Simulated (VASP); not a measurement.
A run of VASP 6.6.1 is set up as follows.

Contents of INCAR:

```
SYSTEM = CdAg
PREC = Accurate ; ENCUT = 600
EDIFF = 1E-6 ; ISMEAR = -1
SIGMA = 0.15 ; LREAL = .False.
LASPH = .True. ; NELM = 100
ALGO = Normal ; ISIF = 3
LWAVE = .False. ; LCHARG = .False.
GGA = CA ; IBRION = 2
NSW = 80 ; EDIFFG = -0.001
```

Contents of KPOINTS:

```
regular mesh
0
Gamma
  12 12 12
  0 0 0
```

The input POSCAR:

```
CdAg
1.0
    3.2645240345      0.0000000000      0.0000000000
    0.0000000000      3.2645240345      0.0000000000
    0.0000000000      0.0000000000      3.2645240345
Cd Ag
1 1
Direct
    0.5000000000      0.5000000000      0.5000000000
    0.0000000000      0.0000000000      0.0000000000
```

Potentials or basis: VASP PAW LDA potentials, release 64 (Cd, Ag).

The run is started by

```sh
$ cat potpaw_LDA.64/Cd/POTCAR potpaw_LDA.64/Ag/POTCAR > POTCAR
$ mpirun -np 1 vasp_std > vasp.out
```

Task: What does it give for the relaxed cell?

Result: a = 3.272 Å, b = 3.272 Å, c = 3.272 Å, α = 90.00°, β = 90.00°, γ = 90.00°.

Task: Predict the relaxed volume.

Result: 17.51 Å³/atom.

Task: Estimate the space group after relaxing (to 0.1 Å).

Result: Pm-3m (No. 221).

Final structure:
```
Cd Ag
1.0
     3.27160    0.00000    0.00000
     0.00000    3.27160    0.00000
     0.00000    0.00000    3.27160
Cd Ag
1 1
Cartesian
  1.6358 1.6358 1.6358
  0.0000 0.0000 0.0000
```
